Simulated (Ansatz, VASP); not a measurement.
# Li: VASP beside Ansatz

INCAR

```
SYSTEM = Li
  PREC = Accurate
  ENCUT = 520
  EDIFF = 1E-6
  ISMEAR = -1
  SIGMA = 0.08
  LREAL = .False.
  LASPH = .True.
  NELM = 60
  ALGO = Normal
  ISIF = 2
  LWAVE = .False.
  LCHARG = .True.
  LELF = .True.
  LVHAR = .True.
  NBANDS = 12
```

Contents of KPOINTS:

```
Automatic mesh
0
Gamma
  12 12 12
  0 0 0
```

Contents of POSCAR:

```
Li
1.0
    1.5809086266      0.9127380211      7.7371279804
   -1.5809086266      0.9127380211      7.7371279804
    0.0000000000     -1.8254760423      7.7371279804
Li
3
Direct
    0.0000000000      0.0000000000      0.0000000000
    0.2220000000      0.2220000000      0.2220000000
    0.7780000000      0.7780000000      0.7780000000
```

Input for Ansatz:

```yaml
crystal:
  lattice:
    - [1.5809086266, 0.9127380211, 7.7371279804]
    - [-1.5809086266, 0.9127380211, 7.7371279804]
    - [0.0, -1.8254760423, 7.7371279804]
  atoms:
    - { symbol: Li, position: [0.0, 0.0, 0.0] }
    - { symbol: Li, position: [0.222, 0.222, 0.222] }
    - { symbol: Li, position: [0.778, 0.778, 0.778] }
kpoints:
  mp_grid: { grid: [12, 12, 12] }
  band_path:
    path:
      - [0.0, 0.0, 0.0]
      - [0.5, 0.5, 0.5]
      - [0.824055609, 0.175944391, 0.5]
      - [0.5, -0.175944391, 0.175944391]
      - [0.5, 0.0, 0.0]
      - [0.0, 0.0, 0.0]
      - [0.3379721955, -0.3379721955, 0.0]
      - [0.6620278045, 0.0, 0.3379721955]
      - [0.5, 0.0, 0.5]
    npoints: 5
scf:
  occupations: { method: fermi_dirac, width: 0.08 }
hamiltonian:
  xc: lda
  pseudopotentials: { kind: all_electron, lapw: { basis_error: 0.001 } }
output:
  forces: true
  stress: true
  eigenvalues: true
```

Change from the starting cell: volume scaled by 1.06.

Alike in both runs: task single point; functional LDA; k mesh 12 × 12 × 12; occupations fermi-dirac, width 0.08 eV; no spin polarisation.

|  | VASP | Ansatz |
| --- | --- | --- |
| version | VASP 6.6.1 | Ansatz 0.2.0 |
| potentials or method | VASP PAW LDA potentials, release 64 (Li_sv), cutoff 520 eV | all-electron LAPW, scalar-relativistic |

```csv
,VASP,Ansatz,Ansatz less VASP
rms of the force components (eV/Å),0.003,0.003,0.0000
```

LDA's correlation is that of Perdew and Zunger in VASP and of Perdew and Wang (1992) in Ansatz. Atom by atom the forces differ by 0.000 eV/Å (rms over components). Ansatz ran all-electron here, and VASP with PAW potentials.

Noted on VASP's run: the cutoff is short for stress, so the pressure is rough.
